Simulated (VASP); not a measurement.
# ZrN (Fm-3m) in VASP: notebook

The runs below take ZrN through single point, with r2SCAN.

All numbers are computed with VASP 6.6.1; they aren't measurements. Logs are shortened: lines on timing, memory, paths and dates and some standing lists are left out, and cuts for length are marked.

## (1) The cell of the first run

It takes space group Fm-3m (No. 225, cubic). Conventional cell: a = 4.408 Å, b = 4.408 Å, c = 4.408 Å, α = 90.00°, β = 90.00°, γ = 90.00°. Zr (site symmetry m-3m) has 6 N at 2.20 Å within 2.9 Å. N (site symmetry m-3m) has 6 Zr at 2.20 Å within 2.9 Å.

## (2) Single point, r2SCAN

The input, POSCAR:

```
ZrN
1.0
    0.0000000000      2.2040531342      2.2040531342
    2.2040531342      0.0000000000      2.2040531342
    2.2040531342      2.2040531342      0.0000000000
Zr N
1 1
Direct
    0.5000000000      0.5000000000      0.5000000000
    0.0000000000      0.0000000000      0.0000000000
```

The input, INCAR.step1:

```
SYSTEM = ZrN
PREC = Accurate
ENCUT = 660
ISMEAR = 1
SIGMA = 0.15
LREAL = .FALSE.
LASPH = .TRUE.
NELM = 120
NBANDS = 16
GGA = PE
ALGO = Normal
EDIFF = 1E-5
LWAVE = .TRUE.
LCHARG = .FALSE.
GGA_COMPAT = .FALSE.
```

The input, INCAR.step2:

```
SYSTEM = ZrN
PREC = Accurate
ENCUT = 660
EDIFF = 1E-6
ISMEAR = 1
SIGMA = 0.15
LREAL = .FALSE.
LASPH = .TRUE.
NELM = 120
ALGO = Normal
ISIF = 2
LWAVE = .FALSE.
LCHARG = .FALSE.
METAGGA = R2SCAN
LMIXTAU = .TRUE.
NBANDS = 16
ISTART = 1
GGA_COMPAT = .FALSE.
```

The input, KPOINTS:

```
Automatic mesh
0
G
  9 9 9
  0 0 0
```

Potentials or basis: VASP PAW PBE potentials, release 64 (Zr_sv, N).

Started as:

```bash
cat potpaw_PBE.64/Zr_sv/POTCAR potpaw_PBE.64/N/POTCAR > POTCAR
cp INCAR.step1 INCAR
mpirun -np 1 vasp_std > vasp.out
cp INCAR.step2 INCAR
mpirun -np 1 vasp_std > vasp.out
```

OUTCAR:

```text
SYSTEM = ZrN
   PREC = Accurate
   ENCUT = 660
   EDIFF = 1E-6
   ISMEAR = 1
   LREAL = .FALSE.
   LASPH = .TRUE.
   NELM = 120
   ISIF = 2
   METAGGA = R2SCAN
   ISTART = 1

 ion  position               nearest neighbor table
   1  0.500  0.500  0.500-   2 2.20   2 2.20   2 2.20   2 2.20   2 2.20   2 2.20
   2  0.000  0.000  0.000-   1 2.20   1 2.20   1 2.20   1 2.20   1 2.20   1 2.20

  LATTYP: Found a face centered cubic cell.
 ALAT       =     4.4081062684

  Lattice vectors:

 A1 = (   0.0000000000,   2.2040531342,   2.2040531342)
 A2 = (   2.2040531342,   0.0000000000,   2.2040531342)
 A3 = (   2.2040531342,   2.2040531342,   0.0000000000)

Analysis of symmetry for initial positions (statically):
=====================================================================
 Subroutine PRICEL returns:
 Original cell was already a primitive cell.

 Routine SETGRP: Setting up the symmetry group for a
 face centered cubic supercell.

 Subroutine GETGRP returns: Found 48 space group operations
 (whereof 48 operations were pure point group operations)
 out of a pool of 48 trial point group operations.

The static configuration has the point symmetry O_h .

Analysis of symmetry for dynamics (positions and initial velocities):
=====================================================================
 Subroutine PRICEL returns:
 Original cell was already a primitive cell.

 Routine SETGRP: Setting up the symmetry group for a
 face centered cubic supercell.

 Subroutine GETGRP returns: Found 48 space group operations
 (whereof 48 operations were pure point group operations)
 out of a pool of 48 trial point group operations.

The dynamic configuration has the point symmetry O_h .

 Subroutine INISYM returns: Found 48 space group operations
 (whereof 48 operations are pure point group operations),
 and found     1 'primitive' translations

----------------------------------------------------------------------------------------

                                     Primitive cell

  volume of cell :      21.4139

  direct lattice vectors                    reciprocal lattice vectors
     0.000000000  2.204053134  2.204053134    -0.226854785  0.226854785  0.226854785
     2.204053134  0.000000000  2.204053134     0.226854785 -0.226854785  0.226854785
     2.204053134  2.204053134  0.000000000     0.226854785  0.226854785 -0.226854785

  length of vectors
     3.117001835  3.117001835  3.117001835     0.392924014  0.392924014  0.392924014

  position of ions in fractional coordinates (direct lattice)
     0.500000000  0.500000000  0.500000000
     0.000000000  0.000000000  0.000000000

  ion indices of the primitive-cell ions
   primitive index   ion index
                 1           1
                 2           2

----------------------------------------------------------------------------------------

 KPOINTS: Automatic mesh

Automatic generation of k-mesh.
 Grid dimensions read from file:
 generate k-points for:    9    9    9

 Generating k-lattice:

  Cartesian coordinates                     Fractional coordinates (reciprocal lattice)
    -0.025206087  0.025206087  0.025206087     0.111111111  0.000000000  0.000000000
     0.025206087 -0.025206087  0.025206087     0.000000000  0.111111111  0.000000000
     0.025206087  0.025206087 -0.025206087     0.000000000  0.000000000  0.111111111

  Length of vectors
     0.043658224  0.043658224  0.043658224

  Shift w.r.t. Gamma in fractional coordinates (k-lattice)
     0.000000000  0.000000000  0.000000000

 Subroutine IBZKPT returns following result:
 ===========================================

 Found     35 irreducible k-points:

 Following reciprocal coordinates:
            Coordinates               Weight
  0.000000  0.000000  0.000000      1.000000
  0.111111  0.000000  0.000000      8.000000
  0.222222  0.000000  0.000000      8.000000
  0.333333  0.000000  0.000000      8.000000
  0.444444  0.000000  0.000000      8.000000
  0.111111  0.111111  0.000000      6.000000
[... 16 lines left out ...]
 -0.333333  0.333333  0.000000     12.000000
  0.444444  0.444444  0.000000      6.000000
 [... further k-points ...]
   k-points           NKPTS =     35   k-points in BZ     NKDIM =     35   number of bands    NBANDS=     16
   number of dos      NEDOS =    301   number of ions     NIONS =      2
   total plane-waves  NPLWV =  21952
   dimension x,y,z NGX =    28 NGY =   28 NGZ =   28
   dimension x,y,z NGXF=    56 NGYF=   56 NGZF=   56
   ions per type =               1   1
   NGX,Y,Z   is equivalent  to a cutoff of  14.93, 14.93, 14.93 a.u.
   NGXF,Y,Z  is equivalent  to a cutoff of  29.87, 29.87, 29.87 a.u.
 SYSTEM =  ZrN
   PREC   = accura    normal or accurate (medium, high low for compatibility)
   ISTART =      1    job   : 0-new  1-cont  2-samecut
   ICHARG =      0    charge: 1-file 2-atom 10-const
   ISPIN  =      1    spin polarized calculation?
   LNONCOLLINEAR =      F non collinear calculations
   LSORBIT =      F    spin-orbit coupling
   LASPH  =      T    aspherical Exc in radial PAW
   ENCUT  =  660.0 eV  48.51 Ry    6.96 a.u.   6.53  6.53  6.53*2*pi/ulx,y,z
   NELM   =    120;   NELMIN=  2; NELMDL=  0     # of ELM steps
   EDIFF  = 0.1E-05   stopping-criterion for ELM
   LREAL  =      F    real-space projection
   EDIFFG = 0.1E-04   stopping-criterion for IOM
   NSW    =      0    number of steps for IOM
   IBRION =     -1    ionic relax: 0-MD 1-quasi-New 2-CG
   NFREE  =      0    steps in history (QN), initial steepest desc. (CG)
   ISIF   =      2    stress and relaxation
   ISYM   =      2    0-nonsym 1-usesym 2-fastsym
   POTIM  = 0.5000    time-step for ionic-motion
   TEBEG  =    0.0;   TEEND  =   0.0 temperature during run
   PSTRESS=    0.0 pullay stress
   NELECT =      17.0000    total number of electrons
   NUPDOWN=      -1.0000    fix difference up-down
   EMIN   =  10.00;   EMAX   =-10.00  energy-range for DOS
   EFERMI =   0.00;   METHOD = LEGACY
   ISMEAR =     1;   SIGMA  =   0.15  broadening in eV -4-tet -1-fermi 0-gaus
   EFERMI_NEDOS =   21; number of points for ismear=-14 and -15
   IALGO  =     38    algorithm
   IMIX   =      4    mixing-type and parameters
     AMIX     =   0.40;   BMIX     =  1.00
     AMIX_MAG =   1.60;   BMIX_MAG =  1.00
  volume/ion in A,a.u.               =      10.71        72.25
  Fermi-wavevector in a.u.,A,eV,Ry     =   1.515860  2.864560 31.263894  2.297831
  Thomas-Fermi vector in A             =   2.625327
   LORBIT       =      0    0 simple, 1 ext, 2 COOP (PROOUT), +10 PAW based schemes
   METAGGA = R2SCAN    functional components
   LHFCALC =     F    Hartree Fock is set to
   AEXX    =    0.0000 exact exchange contribution
   IVDW    =     0    specifies the selected vdW correction
   LEPSILON=     F    determine dielectric tensor
   LRPA    =     F    only Hartree local field effects (RPA)
 non-spin polarized calculation
 Methfessel and Paxton  Order N= 1 SIGMA  =   0.15
  energy-cutoff  :      660.00
  volume of cell :       21.41
 maximum number of plane-waves:       869
 NGX is ok and might be reduce to    28
   NGX = 13   NGY = 13   NGZ = 13

 number of electron      17.0000000 magnetization

 Free energy of the ion-electron system (eV)
  ---------------------------------------------------
  ext. energy  EPLUGINS =         0.00000000
  ---------------------------------------------------
  free energy    TOTEN  =       -35.52713336 eV

  energy without entropy =      -35.52381605  energy(sigma->0) =      -35.52602759

 E-fermi :  13.7327     XC(G=0): -14.0072

 val. band max:       13.7313270744   @ k =   0.1111   0.0000   0.0000
 cond. band min:      13.7346546809   @ k =   0.4444   0.2222   0.1111
 fundamental gap:      0.0033276064
 Fermi energy:        13.7326552882

 k-point     1 :       0.0000    0.0000    0.0000
  band No.  band energies     occupation
      1     -37.4070      2.00000
      2     -14.1656      2.00000
      3     -14.1656      2.00000
      4     -14.1656      2.00000
      5      -4.1585      2.00000
      6      10.5720      2.00000
[... 8 lines left out ...]
     15      23.5721      0.00000
     16      39.2112      0.00000

 k-point     2 :       0.1111    0.0000    0.0000
  band No.  band energies     occupation
      1     -37.3787      2.00000
      2     -14.4134      2.00000
      3     -14.1805      2.00000
      4     -14.1805      2.00000
      5      -3.8228      2.00000
      6       9.5859      2.00000
[... 8 lines left out ...]
     15      24.5411      0.00000
     16      36.7354      0.00000

 k-point     3 :       0.2222    0.0000    0.0000
  band No.  band energies     occupation
      1     -37.3062      2.00000
      2     -14.9904      2.00000
      3     -14.2178      2.00000
      4     -14.2178      2.00000
      5      -2.9992      2.00000
      6       7.8078      2.00000
[... 8 lines left out ...]
     15      26.7254      0.00000
     16      34.0486      0.00000

 k-point     4 :       0.3333    0.0000    0.0000
  band No.  band energies     occupation
      1     -37.2223      2.00000
      2     -15.5803      2.00000
      3     -14.2595      2.00000
      4     -14.2595      2.00000
      5      -2.0629      2.00000
      6       6.2027      2.00000
[... 8 lines left out ...]
     15      28.2338      0.00000
     16      30.4367      0.00000
[... 324 lines left out ...]
 k-point    22 :      -0.4444    0.3333    0.0000
  band No.  band energies     occupation
      1     -37.0919      2.00000
      2     -15.4358      2.00000
      3     -14.9881      2.00000
      4     -14.5721      2.00000
      5      -3.0898      2.00000
      6       7.7387      2.00000
[... 8 lines left out ...]
     15      27.0251      0.00000
     16      29.8899      0.00000

 k-point    23 :      -0.3333    0.3333    0.0000
  band No.  band energies     occupation
      1     -37.0995      2.00000
      2     -15.3611      2.00000
      3     -15.1653      2.00000
      4     -14.4668      2.00000
      5      -2.6003      2.00000
      6       6.8251      2.00000
[... 8 lines left out ...]
     15      26.9621      0.00000
     16      27.7274      0.00000

 k-point    24 :       0.4444    0.4444    0.0000
  band No.  band energies     occupation
      1     -37.0911      2.00000
      2     -15.5299      2.00000
      3     -14.6858      2.00000
      4     -14.6858      2.00000
      5      -3.7589      2.00000
      6       8.7067      2.00000
[... 8 lines left out ...]
     15      26.7185      0.00000
     16      31.9409      0.00000

 [... further k-points ...]

------------------------ aborting loop because EDIFF is reached ----------------------------------------

  FORCE on cell =-STRESS in cart. coord.  units (eV):
  Direction    XX          YY          ZZ          XY          YZ          ZX
  --------------------------------------------------------------------------------------
  -------------------------------------------------------------------------------------
  Total        5.4353254      5.4353254      5.4353254     -0.0000000     -0.0000000      0.0000000
  in kB      406.6679616    406.6679616    406.6679616     -0.0000000     -0.0000000      0.0000000
  external PRESSURE =     406.6679616 kB  Pullay stress =       0.0000000 kB

 VOLUME and BASIS-vectors are now :
 -----------------------------------------------------------------------------
  energy-cutoff  :      660.00
  volume of cell :       21.41
      direct lattice vectors                 reciprocal lattice vectors
     0.000000000  2.204053134  2.204053134    -0.226854785  0.226854785  0.226854785
     2.204053134  0.000000000  2.204053134     0.226854785 -0.226854785  0.226854785
     2.204053134  2.204053134  0.000000000     0.226854785  0.226854785 -0.226854785

 POSITION                                       TOTAL-FORCE (eV/Angst)
 -----------------------------------------------------------------------------------
      2.20405      2.20405      2.20405        -0.000000      0.000000     -0.000000
      0.00000      0.00000      0.00000         0.000000     -0.000000      0.000000
 -----------------------------------------------------------------------------------
    total drift:                                0.000000      0.000000      0.000000

  FREE ENERGIE OF THE ION-ELECTRON SYSTEM (eV)
  ---------------------------------------------------
  free  energy   TOTEN  =       -35.5271333642 eV

  energy  without entropy=      -35.5238160532  energy(sigma->0) =      -35.52602759
```

It took 63 s on 1 thread of Intel Xeon Platinum 8488C (Sapphire Rapids), shared host; peak memory 0.17 GiB.

Results:

| Item | Value |
| --- | --- |
| Free energy | -35.5271 eV |
| Pressure | 40.7 GPa |
| Band gap on the k mesh | zero (an odd number of electrons rules out a gap without spin polarisation) |

Caveat: the cell stands under pressure; the PAW data sets were made with another functional, which shifts forces and pressure a little.

## (3) Single point, r2SCAN

This run uses another cell than the first one, of 11.19 Å³/atom.

The input, POSCAR:

```
ZrN
1.0
    0.0000000000      2.2369543003      2.2369543003
    2.2369543003      0.0000000000      2.2369543003
    2.2369543003      2.2369543003      0.0000000000
Zr N
1 1
Direct
    0.5000000000      0.5000000000      0.5000000000
    0.0000000000      0.0000000000      0.0000000000
```

The input, INCAR.step1:

```
PREC = Accurate ; ENCUT = 660
ISMEAR = 1 ; SIGMA = 0.15
LREAL = False ; LASPH = True
NELM = 120 ; NBANDS = 16
GGA = PE ; ALGO = Normal
EDIFF = 1E-5 ; LWAVE = True
LCHARG = False ; GGA_COMPAT = False
```

The input, INCAR.step2:

```
PREC = Accurate ; ENCUT = 660
EDIFF = 1E-6 ; ISMEAR = 1
SIGMA = 0.15 ; LREAL = False
LASPH = True ; NELM = 120
ALGO = Normal ; ISIF = 2
LWAVE = False ; LCHARG = False
METAGGA = R2SCAN ; LMIXTAU = True
NBANDS = 16 ; ISTART = 1
GGA_COMPAT = False
```

The input, KPOINTS:

```
regular mesh
0
Gamma
  9 9 9
```

Potentials or basis: VASP PAW PBE potentials, release 64 (Zr_sv, N).

Started as:

```bash
cat potpaw_PBE.64/Zr_sv/POTCAR potpaw_PBE.64/N/POTCAR > POTCAR
cp INCAR.step1 INCAR
mpirun -np 1 vasp_std > vasp.out
cp INCAR.step2 INCAR
mpirun -np 1 vasp_std > vasp.out
```

Run time: 77 s. Hardware: 1 thread of Intel Xeon Platinum 8488C (Sapphire Rapids), shared host; peak memory 0.17 GiB.

Results (log left out):

```yaml
Free_energy: -35.7201 eV
Pressure: 23.3 GPa
Band_gap_on_the_k_mesh: zero (an odd number of electrons rules out a gap without spin polarisation)
```

Levels at points of the mesh, in eV from the Fermi level:
| k point | band 5 | band 6 | band 7 | band 8 | band 9 | band 10 | band 11 | band 12 | band 13 | band 14 |
| --- | --- | --- | --- | --- | --- | --- | --- | --- | --- | --- |
| (0.00, 0.00, 0.00) | -17.72 | -3.11 | -3.11 | -3.11 | -0.39 | -0.39 | -0.39 | 1.86 | 1.86 | 4.01 |

Caveat: the cell stands under pressure; the PAW data sets were made with another functional, which shifts forces and pressure a little.

## (4) Single point, r2SCAN

This run uses another cell than the first one, of 11.68 Å³/atom.

The input, POSCAR:

```
ZrN
1.0
    0.0000000000      2.2689151084      2.2689151084
    2.2689151084      0.0000000000      2.2689151084
    2.2689151084      2.2689151084      0.0000000000
Zr N
1 1
Direct
    0.5000000000      0.5000000000      0.5000000000
    0.0000000000      0.0000000000      0.0000000000
```

The input, INCAR.step1:

```
PREC = Accurate
ENCUT = 660
ISMEAR = 1
SIGMA = 0.15
LREAL = False
LASPH = True
NELM = 120
NBANDS = 16
GGA = PE
ALGO = Normal
EDIFF = 1E-5
LWAVE = True
LCHARG = False
GGA_COMPAT = False
```

The input, INCAR.step2:

```
PREC = Accurate
ENCUT = 660
EDIFF = 1E-6
ISMEAR = 1
SIGMA = 0.15
LREAL = False
LASPH = True
NELM = 120
ALGO = Normal
ISIF = 2
LWAVE = False
LCHARG = True
METAGGA = R2SCAN
LMIXTAU = True
LELF = True
LVHAR = True
NBANDS = 16
ISTART = 1
GGA_COMPAT = False
```

The input, KPOINTS:

```
Automatic mesh
0
Gamma
  9 9 9
```

Started as:

```bash
cat potpaw_PBE.64/Zr_sv/POTCAR potpaw_PBE.64/N/POTCAR > POTCAR
cp INCAR.step1 INCAR
mpirun -np 1 vasp_std > vasp.out
cp INCAR.step2 INCAR
mpirun -np 1 vasp_std > vasp.out
```

It took 74 s on 1 thread of Intel Xeon Platinum 8488C (Sapphire Rapids), shared host; peak memory 0.17 GiB.

It converged, with:

```
Free energy            : -35.8182 eV
Pressure               : 9.3 GPa
Band gap on the k mesh : zero (an odd number of electrons rules out a gap without spin polarisation)
```

Levels at points of the mesh, in eV from the Fermi level:
```tsv
k point	band 6	band 7	band 8	band 9	band 10	band 11	band 12	band 13
(0.00, 0.00, 0.00)	-3.05	-3.05	-3.05	-0.38	-0.38	-0.38	1.76	1.76
```

Caveat: the cell stands under pressure; the PAW data sets were made with another functional, which shifts forces and pressure a little.

## (5) Summary

```csv
cell,gap on the mesh (eV),pressure (GPa)
"a = 3.117 Å, angles 60.0°, 2 atoms",none,40.7
"a = 3.164 Å, angles 60.0°, 2 atoms",none,23.3
"a = 3.209 Å, angles 60.0°, 2 atoms",none,9.3
```

Alike in all rows: task single point; level r2SCAN; potentials or basis VASP PAW PBE potentials, release 64 (Zr_sv, N); no spin polarisation; k mesh 9 × 9 × 9; cutoff (eV) 660; smearing methfessel-paxton 0.15 eV.

Caveats: the cell stands under pressure; the PAW data sets were made with another functional, which shifts forces and pressure a little.

Total energies depend on the potentials used, so only differences within one code and one set of settings carry meaning.
